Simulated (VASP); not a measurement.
# Si2Mo (P6_222) in VASP: notebook

Si2Mo is run at these levels: BLYP; tasks: single point, relaxation of cell and atoms.

Everything below comes from runs of VASP 6.6.1. Logs are shortened: lines on timing, memory, paths and dates and some standing lists are left out, and cuts for length are marked.

**1. The cell of the first run**

Symmetry: P6_222, No. 180, hexagonal system. The conventional cell has a = 4.701 Å, b = 4.701 Å, c = 6.673 Å, α = 90.00°, β = 90.00°, γ = 120.00°. Within 3.4 Å of Mo (site symmetry 222) lie 10 Si at 2.61 to 2.74 Å and 4 Mo at 3.24 Å. Si (site symmetry 2) has 9 Si at 2.59 to 3.26 Å and 5 Mo at 2.61 to 2.74 Å within 3.4 Å.

**2. Single point, BLYP**

Contents of INCAR:

```
PREC = Accurate
ENCUT = 520
EDIFF = 1E-6
ISMEAR = -1
SIGMA = 0.05
LREAL = F
LASPH = T
NELM = 60
ALGO = Normal
ISIF = 2
LWAVE = F
LCHARG = F
GGA = B5
ALDAX = 1.0
AGGAX = 1.0
AGGAC = 1.0
ALDAC = 0.0
NBANDS = 43
```

Contents of KPOINTS:

```
Automatic mesh
0
Gamma
  7 7 4
```

Contents of POSCAR:

```
Si2Mo
1.0
    4.7007960165      0.0000000000      0.0000000000
   -2.3503980083      4.0710087682      0.0000000000
    0.0000000000      0.0000000000      6.6732644876
Mo Si
3 6
Direct
    0.5000000000      0.5000000000      0.8333333333
    0.0000000000      0.5000000000      0.1666666667
    0.5000000000      0.0000000000      0.5000000000
    0.1639805090      0.3279610180      0.5000000000
    0.6720389820      0.8360194910      0.1666666667
    0.8360194910      0.1639805090      0.8333333333
    0.8360194910      0.6720389820      0.5000000000
    0.3279610180      0.1639805090      0.1666666667
    0.1639805090      0.8360194910      0.8333333333
```

Potentials or basis: VASP PAW PBE potentials, release 64 (Mo_sv, Si).

On the command line:

```bash
$ cat potpaw_PBE.64/Mo_sv/POTCAR potpaw_PBE.64/Si/POTCAR > POTCAR
$ mpirun -np 1 vasp_std > vasp.out
```

OUTCAR:

```text
PREC = Accurate
   ENCUT = 520
   EDIFF = 1E-6
   ISMEAR = -1
   LREAL = F
   LASPH = T
   NELM = 60
   ISIF = 2
   GGA = B5

 ion  position               nearest neighbor table
   1  0.500  0.500  0.833-   4 2.61   7 2.61   5 2.61   8 2.61   6 2.70   9 2.70   9 2.70   6 2.70
                             6 2.74   9 2.74   3 3.24   3 3.24   2 3.24   2 3.24
   2  0.000  0.500  0.167-   4 2.61   7 2.61   6 2.61   9 2.61   8 2.70   5 2.70   5 2.70   8 2.70
                             5 2.74   8 2.74   3 3.24   3 3.24   1 3.24   1 3.24
   3  0.500  0.000  0.500-   6 2.61   9 2.61   8 2.61   5 2.61   4 2.70   7 2.70   7 2.70   4 2.70
                             4 2.74   7 2.74   2 3.24   2 3.24   1 3.24   1 3.24
   4  0.164  0.328  0.500-   6 2.59   8 2.59   1 2.61   2 2.61   7 2.67   3 2.70   3 2.70   3 2.74
                             7 2.74   7 2.74
   5  0.672  0.836  0.167-   7 2.59   6 2.59   3 2.61   1 2.61   8 2.67   2 2.70   2 2.70   2 2.74
                             8 2.74   8 2.74
   6  0.836  0.164  0.833-   4 2.59   5 2.59   3 2.61   2 2.61   9 2.67   1 2.70   1 2.70   1 2.74
                             9 2.74   9 2.74
   7  0.836  0.672  0.500-   9 2.59   5 2.59   1 2.61   2 2.61   4 2.67   3 2.70   3 2.70   3 2.74
                             4 2.74   4 2.74
   8  0.328  0.164  0.167-   4 2.59   9 2.59   3 2.61   1 2.61   5 2.67   2 2.70   2 2.70   2 2.74
                             5 2.74   5 2.74
   9  0.164  0.836  0.833-   7 2.59   8 2.59   3 2.61   2 2.61   6 2.67   1 2.70   1 2.70   1 2.74
                             6 2.74   6 2.74

  LATTYP: Found a hexagonal cell.
 ALAT       =     4.7007960165
 C/A-ratio  =     1.4196030766

  Lattice vectors:

 A1 = (   4.7007960165,   0.0000000000,   0.0000000000)
 A2 = (  -2.3503980083,   4.0710087682,   0.0000000000)
 A3 = (   0.0000000000,   0.0000000000,   6.6732644876)

Analysis of symmetry for initial positions (statically):
=====================================================================
 Subroutine PRICEL returns:
 Original cell was already a primitive cell.

 Routine SETGRP: Setting up the symmetry group for a
 hexagonal supercell.

 Subroutine GETGRP returns: Found 12 space group operations
 (whereof  4 operations were pure point group operations)
 out of a pool of 24 trial point group operations.

The static configuration has the point symmetry D_2 .
 The point group associated with its full space group is D_6 .

Analysis of symmetry for dynamics (positions and initial velocities):
=====================================================================
 Subroutine PRICEL returns:
 Original cell was already a primitive cell.

 Routine SETGRP: Setting up the symmetry group for a
 hexagonal supercell.

 Subroutine GETGRP returns: Found 12 space group operations
 (whereof  4 operations were pure point group operations)
 out of a pool of 24 trial point group operations.

The dynamic configuration has the point symmetry D_2 .
 The point group associated with its full space group is D_6 .

 Subroutine INISYM returns: Found 12 space group operations
 (whereof  4 operations are pure point group operations),
 and found     1 'primitive' translations

----------------------------------------------------------------------------------------

                                     Primitive cell

  volume of cell :     127.7061

  direct lattice vectors                    reciprocal lattice vectors
     4.700796017  0.000000000  0.000000000     0.212729928  0.122819681  0.000000000
    -2.350398008  4.071008768  0.000000000     0.000000000  0.245639363  0.000000000
     0.000000000  0.000000000  6.673264488     0.000000000  0.000000000  0.149851696

  length of vectors
     4.700796017  4.700796016  6.673264488     0.245639363  0.245639363  0.149851696

  position of ions in fractional coordinates (direct lattice)
     0.500000000  0.500000000  0.833333333
     0.000000000  0.500000000  0.166666667
     0.500000000  0.000000000  0.500000000
     0.163980509  0.327961018  0.500000000
     0.672038982  0.836019491  0.166666667
     0.836019491  0.163980509  0.833333333
     0.836019491  0.672038982  0.500000000
     0.327961018  0.163980509  0.166666667
     0.163980509  0.836019491  0.833333333

  ion indices of the primitive-cell ions
   primitive index   ion index
                 1           1
                 2           2
                 3           3
                 4           4
                 5           5
                 6           6
                 7           7
                 8           8
                 9           9

----------------------------------------------------------------------------------------

 KPOINTS: Automatic mesh

Automatic generation of k-mesh.
 Grid dimensions read from file:
 generate k-points for:    7    7    4

 Generating k-lattice:

  Cartesian coordinates                     Fractional coordinates (reciprocal lattice)
     0.030389990  0.017545669  0.000000000     0.142857143  0.000000000  0.000000000
     0.000000000  0.035091338  0.000000000     0.000000000  0.142857143  0.000000000
     0.000000000  0.000000000  0.037462924     0.000000000  0.000000000  0.250000000

  Length of vectors
     0.035091338  0.035091338  0.037462924

  Shift w.r.t. Gamma in fractional coordinates (k-lattice)
     0.000000000  0.000000000  0.000000000

 Subroutine IBZKPT returns following result:
 ===========================================

 Found     24 irreducible k-points:

 Following reciprocal coordinates:
            Coordinates               Weight
  0.000000  0.000000  0.000000      1.000000
  0.142857  0.000000  0.000000      6.000000
  0.285714  0.000000  0.000000      6.000000
  0.428571  0.000000  0.000000      6.000000
  0.142857  0.142857  0.000000      6.000000
  0.285714  0.142857  0.000000     12.000000
[... 16 lines left out ...]
  0.428571  0.142857  0.500000      6.000000
  0.285714  0.285714  0.500000      6.000000
   k-points           NKPTS =     24   k-points in BZ     NKDIM =     24   number of bands    NBANDS=     43
   number of dos      NEDOS =    301   number of ions     NIONS =      9
   total plane-waves  NPLWV =  64800
   dimension x,y,z NGX =    36 NGY =   36 NGZ =   50
   dimension x,y,z NGXF=    72 NGYF=   72 NGZF=  100
   ions per type =               3   6
   NGX,Y,Z   is equivalent  to a cutoff of  12.73, 12.73, 12.46 a.u.
   NGXF,Y,Z  is equivalent  to a cutoff of  25.46, 25.46, 24.91 a.u.
 SYSTEM =  unknown system
   PREC   = accura    normal or accurate (medium, high low for compatibility)
   ISTART =      0    job   : 0-new  1-cont  2-samecut
   ICHARG =      2    charge: 1-file 2-atom 10-const
   ISPIN  =      1    spin polarized calculation?
   LNONCOLLINEAR =      F non collinear calculations
   LSORBIT =      F    spin-orbit coupling
   LASPH  =      T    aspherical Exc in radial PAW
   ENCUT  =  520.0 eV  38.22 Ry    6.18 a.u.   8.74  8.74 12.41*2*pi/ulx,y,z
   NELM   =     60;   NELMIN=  2; NELMDL= -5     # of ELM steps
   EDIFF  = 0.1E-05   stopping-criterion for ELM
   LREAL  =      F    real-space projection
   EDIFFG = 0.1E-04   stopping-criterion for IOM
   NSW    =      0    number of steps for IOM
   IBRION =     -1    ionic relax: 0-MD 1-quasi-New 2-CG
   NFREE  =      0    steps in history (QN), initial steepest desc. (CG)
   ISIF   =      2    stress and relaxation
   ISYM   =      2    0-nonsym 1-usesym 2-fastsym
   POTIM  = 0.5000    time-step for ionic-motion
   TEBEG  =    0.0;   TEEND  =   0.0 temperature during run
   PSTRESS=    0.0 pullay stress
   NELECT =      66.0000    total number of electrons
   NUPDOWN=      -1.0000    fix difference up-down
   EMIN   =  10.00;   EMAX   =-10.00  energy-range for DOS
   EFERMI =   0.00;   METHOD = LEGACY
   ISMEAR =    -1;   SIGMA  =   0.05  broadening in eV -4-tet -1-fermi 0-gaus
   EFERMI_NEDOS =   21; number of points for ismear=-14 and -15
   IALGO  =     38    algorithm
   IMIX   =      4    mixing-type and parameters
     AMIX     =   0.40;   BMIX     =  1.00
     AMIX_MAG =   1.60;   BMIX_MAG =  1.00
  volume/ion in A,a.u.               =      14.19        95.76
  Fermi-wavevector in a.u.,A,eV,Ry     =   1.313769  2.482663 23.483492  1.725988
  Thomas-Fermi vector in A             =   2.444068
   LORBIT       =      0    0 simple, 1 ext, 2 COOP (PROOUT), +10 PAW based schemes
   GGA     = B5    functional components
   LHFCALC =     F    Hartree Fock is set to
   AEXX    =    0.0000 exact exchange contribution
   IVDW    =     0    specifies the selected vdW correction
   LEPSILON=     F    determine dielectric tensor
   LRPA    =     F    only Hartree local field effects (RPA)
 non-spin polarized calculation
  energy-cutoff  :      520.00
  volume of cell :      127.71
 maximum number of plane-waves:      3457
 NGX is ok and might be reduce to    36
   NGX = 17   NGY = 17   NGZ = 25

 number of electron      66.0000006 magnetization

 Free energy of the ion-electron system (eV)
  ---------------------------------------------------
  ext. energy  EPLUGINS =         0.00000000
  ---------------------------------------------------
  free energy    TOTEN  =       -57.78627019 eV

  energy without entropy =      -57.78369999  energy(sigma->0) =      -57.78498509

 E-fermi :  12.4618     XC(G=0): -11.5170

 val. band max:       12.3387712878   @ k =   0.4286   0.0000   0.5000
 cond. band min:      12.6053384432   @ k =   0.4286   0.0000   0.0000
 fundamental gap:      0.2665671554
 Fermi energy:        12.4617834642

 k-point     1 :       0.0000    0.0000    0.0000
  band No.  band energies     occupation
      1     -48.5807      2.00000
      2     -48.5577      2.00000
      3     -48.5577      2.00000
      4     -22.9032      2.00000
      5     -22.9032      2.00000
      6     -22.8954      2.00000
[... 35 lines left out ...]
     42      15.2114      0.00000
     43      15.6738      0.00000

 k-point     2 :       0.1429    0.0000    0.0000
  band No.  band energies     occupation
      1     -48.5797      2.00000
      2     -48.5587      2.00000
      3     -48.5577      2.00000
      4     -22.9157      2.00000
      5     -22.9085      2.00000
      6     -22.9033      2.00000
[... 35 lines left out ...]
     42      15.5269      0.00000
     43      15.9500      0.00000

 k-point     3 :       0.2857    0.0000    0.0000
  band No.  band energies     occupation
      1     -48.5769      2.00000
      2     -48.5614      2.00000
      3     -48.5577      2.00000
      4     -22.9307      2.00000
      5     -22.9181      2.00000
      6     -22.9061      2.00000
[... 35 lines left out ...]
     42      15.6650      0.00000
     43      15.7047      0.00000

 k-point     4 :       0.4286    0.0000    0.0000
  band No.  band energies     occupation
      1     -48.5736      2.00000
      2     -48.5646      2.00000
      3     -48.5577      2.00000
      4     -22.9384      2.00000
      5     -22.9246      2.00000
      6     -22.9086      2.00000
[... 863 lines left out ...]
     42      15.2143      0.00000
     43      15.3998      0.00000

 k-point    23 :       0.4286    0.1429    0.5000
  band No.  band energies     occupation
      1     -48.5728      2.00000
      2     -48.5645      2.00000
      3     -48.5585      2.00000
      4     -22.9408      2.00000
      5     -22.9278      2.00000
      6     -22.9141      2.00000
[... 35 lines left out ...]
     42      15.2510      0.00000
     43      15.4812      0.00000

 k-point    24 :       0.2857    0.2857    0.5000
  band No.  band energies     occupation
      1     -48.5727      2.00000
      2     -48.5636      2.00000
      3     -48.5594      2.00000
      4     -22.9346      2.00000
      5     -22.9320      2.00000
      6     -22.9229      2.00000
[... 35 lines left out ...]
     42      15.3144      0.00000
     43      15.3640      0.00000

------------------------ aborting loop because EDIFF is reached ----------------------------------------

  FORCE on cell =-STRESS in cart. coord.  units (eV):
  Direction    XX          YY          ZZ          XY          YZ          ZX
  --------------------------------------------------------------------------------------
  -------------------------------------------------------------------------------------
  Total        0.6230794      0.6230794      0.6374596     -0.0000000      0.0000000     -0.0000000
  in kB        7.8170376      7.8170376      7.9974485     -0.0000000      0.0000000     -0.0000000
  external PRESSURE =       7.8771746 kB  Pullay stress =       0.0000000 kB

 VOLUME and BASIS-vectors are now :
 -----------------------------------------------------------------------------
  energy-cutoff  :      520.00
  volume of cell :      127.71
      direct lattice vectors                 reciprocal lattice vectors
     4.700796017  0.000000000  0.000000000     0.212729928  0.122819681  0.000000000
    -2.350398008  4.071008768  0.000000000     0.000000000  0.245639363  0.000000000
     0.000000000  0.000000000  6.673264488     0.000000000  0.000000000  0.149851696

 POSITION                                       TOTAL-FORCE (eV/Angst)
 -----------------------------------------------------------------------------------
      1.17520      2.03550      5.56105        -0.000000     -0.000000      0.000000
     -1.17520      2.03550      1.11221        -0.000000      0.000000     -0.000000
      2.35040      0.00000      3.33663        -0.000000      0.000000     -0.000000
     -0.00000      1.33513      3.33663         0.000000     -0.001163     -0.000000
      1.19414      3.40344      1.11221         0.001007      0.000582     -0.000000
      3.54454      0.66757      5.56105         0.001007     -0.000582     -0.000000
      2.35040      2.73588      3.33663        -0.000000      0.001163     -0.000000
      1.15626      0.66757      1.11221        -0.001007     -0.000582     -0.000000
     -1.19414      3.40344      5.56105        -0.001007      0.000582     -0.000000
 -----------------------------------------------------------------------------------
    total drift:                               -0.000000      0.000000      0.000001

  FREE ENERGIE OF THE ION-ELECTRON SYSTEM (eV)
  ---------------------------------------------------
  free  energy   TOTEN  =       -57.7862701876 eV

  energy  without entropy=      -57.7836999933  energy(sigma->0) =      -57.78498509
```

Run time: 1.8 min. Hardware: 1 thread of Intel Xeon Platinum 8488C (Sapphire Rapids), shared host; peak memory 0.29 GiB.

What came out:

| Item | Value |
| --- | --- |
| Free energy | -57.7863 eV |
| Pressure | 0.8 GPa |
| Band gap on the k mesh | 0.27 eV (least direct gap 0.50 eV) |

Caveat: the PAW data sets were made with another functional, which shifts forces and pressure a little. A k mesh can miss the band edges.

(Continued in part 2 of 2.)
